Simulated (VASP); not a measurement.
## Be: single point with PBE

Be:

```
CELL_PARAMETERS angstrom
-1.11656 1.11656 1.57803
1.11656 -1.11656 1.57803
1.11656 1.11656 -1.57803
ATOMIC_POSITIONS crystal
Be 0.50000 0.50000 0.00000
```

* Program: VASP 6.6.1
* Task: single point
* Functional: PBE
* Potentials or basis: VASP PAW PBE potentials, release 64 (Be)
* Cutoff: 520 eV
* k mesh: 34 × 34 × 34
* Occupations: gaussian, width 0.1 eV
* Spin: no spin polarisation

```json
{
  "Pressure": "0.1 GPa",
  "Band gap on the k mesh": "zero (band 1 reaches 8.26 eV, above the bottom of band 2 at 7.41 eV)"
}
```

Levels at points of the mesh, in eV from the Fermi level:
```
           k point  band 1  band 2  band 3  band 4  band 5  band 6
(0.00, 0.00, 0.00)  -11.92   19.41   19.41   19.41   29.09   29.09
(0.50, 0.00, 0.00)   -5.33   -0.02   16.46   16.48   26.21   26.24
(0.50, 0.50, 0.00)   -2.71    3.80    9.50    9.51   15.15   22.74
(0.50, 0.50, 0.50)   -2.70    3.82    9.49    9.49   15.13   22.72
```

Wall time 48 s on 1 thread of Intel(R) Xeon(R) 6975P-C (Granite Rapids) (shared host), peak memory 0.25 GiB.
